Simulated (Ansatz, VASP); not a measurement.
One calculation of Ag, two programs

```
Ag
1.0
     0.00000    2.05218    2.05218
     2.05218    0.00000    2.05218
     2.05218    2.05218    0.00000
Ag
1
Direct
  0.00000 0.00000 0.00000
```

Alike in both runs: task electric field gradients; functional r2SCAN; k mesh 14 × 14 × 14; occupations fermi-dirac, width 0.05 eV; no spin polarisation.

|  | VASP | Ansatz |
| --- | --- | --- |
| version | VASP 6.6.1 | Ansatz 0.2.0 |
| potentials or method | VASP PAW PBE potentials, release 64 (Ag), cutoff 520 eV | PAW with Ansatz's default frozen-core files, scalar-relativistic |
| valence electrons in the cell | 11 | 19 |

Ansatz gave:

```
pressure (GPa) : 0.0
```

Q: Which values does VASP return?

A: Pressure (GPa): 0.1.

VASP's potentials were made for PBE, not for r2SCAN. With one functional, cell and mesh, what is left measures potentials, basis and numerics. VASP's potentials hold 11 valence electrons a cell and Ansatz's 19, so a difference there can come from the potentials and not from the codes.
